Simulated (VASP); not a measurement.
GaAs, 2 atoms in the cell. Symmetry: F-43m, No. 216, cubic system. Conventional cell: a = 5.654 Å, b = 5.654 Å, c = 5.654 Å, α = 90.00°, β = 90.00°, γ = 90.00°. Within 3.2 Å of Ga (site symmetry -43m) lie 4 As at 2.45 Å. Within 3.2 Å of As (site symmetry -43m) lie 4 Ga at 2.45 Å. 

* Program: VASP 6.6.1
* Task: single point
* Functional: PBE-based screened hybrid with 25 % exact exchange
* Potentials or basis: VASP PAW PBE potentials, release 64 (Ga_d, As)
* Cutoff: 520 eV
* k mesh: 4 × 4 × 4
* Occupations: gaussian, width 0.05 eV
* Spin: no spin polarisation
* Dipole correction: no
* Grid for exact exchange (PRECFOCK): Normal
* Share of exact exchange: 0.25
* Further INCAR settings: ALGO = Normal; EDIFF = 1e-06; NBANDS = 16
* Screening parameter: 0.1 1/Å

Potentials or basis: VASP PAW PBE potentials, release 64 (Ga_d, As).

The run is started by

```console
$ cat potpaw_PBE.64/Ga_d/POTCAR potpaw_PBE.64/As/POTCAR > POTCAR
$ cp INCAR.step1 INCAR
$ mpirun -np 1 vasp_std > vasp.out
$ cp INCAR.step2 INCAR
$ mpirun -np 1 vasp_std > vasp.out
```

Hardware: 1 thread of Intel Xeon 8259CL (shared host).

Estimate the wall time of this run.

Wall time 14 min on 1 thread of Intel Xeon 8259CL, on a shared host, peak memory 0.28 GiB. Counts: k points 8.
